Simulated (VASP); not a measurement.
## LiF (Griceite): relaxation of the atoms with r2SCAN

The system is LiF (Griceite).

```
Li F
1.0
     0.00000    1.95392    1.95392
     1.95392    0.00000    1.95392
     1.95392    1.95392    0.00000
Li F
1 1
Direct
  0.00000 0.00000 0.00000
  0.50000 0.50000 0.50000
```

| Item | Value |
| --- | --- |
| Program | VASP 6.6.1 |
| Task | relaxation of the atoms |
| Functional | r2SCAN |
| Potentials or basis | VASP PAW PBE potentials, release 64 (Li_sv, F) |
| Cutoff | 520 eV |
| k mesh | 12 × 12 × 12 |
| Occupations | fermi-dirac, width 0.02 eV |
| Spin | no spin polarisation |
| Dipole correction | no |
| Further INCAR settings | ALGO = Normal; EDIFF = 1e-06; IBRION = 2; EDIFFG = -0.01; NSW = 50 |

```yaml
Band_gap_on_the_k_mesh: 11.19 eV, direct
```

Final structure:
```
Li F
1.0
     0.00000    1.95392    1.95392
     1.95392    0.00000    1.95392
     1.95392    1.95392    0.00000
Li F
1 1
Direct
  0.00000 0.00000 0.00000
  0.50000 0.50000 0.50000
```

Levels at points of the mesh, in eV from the valence-band top:
| k point | band 3 | band 4 | band 5 | band 6 | band 7 | band 8 |
| --- | --- | --- | --- | --- | --- | --- |
| (0.00, 0.00, 0.00) | 0.00 | 0.00 | 0.00 | 11.19 | 26.40 | 26.40 |
| (0.50, 0.00, 0.00) | -2.77 | -0.28 | -0.28 | 12.36 | 19.31 | 21.21 |
| (0.50, 0.50, 0.00) | -3.42 | -1.15 | -1.15 | 17.00 | 17.89 | 20.35 |

Run time: 20 s on 1 thread of Intel(R) Xeon(R) 6975P-C (Granite Rapids), with other jobs on the host, peak memory 0.14 GiB.

Caveat: the relaxation stopped at its first step, so nothing moved; the PAW data sets were made with another functional, which shifts forces and pressure a little. r2SCAN opens gaps a little over a GGA but as a rule still falls short of measured ones.
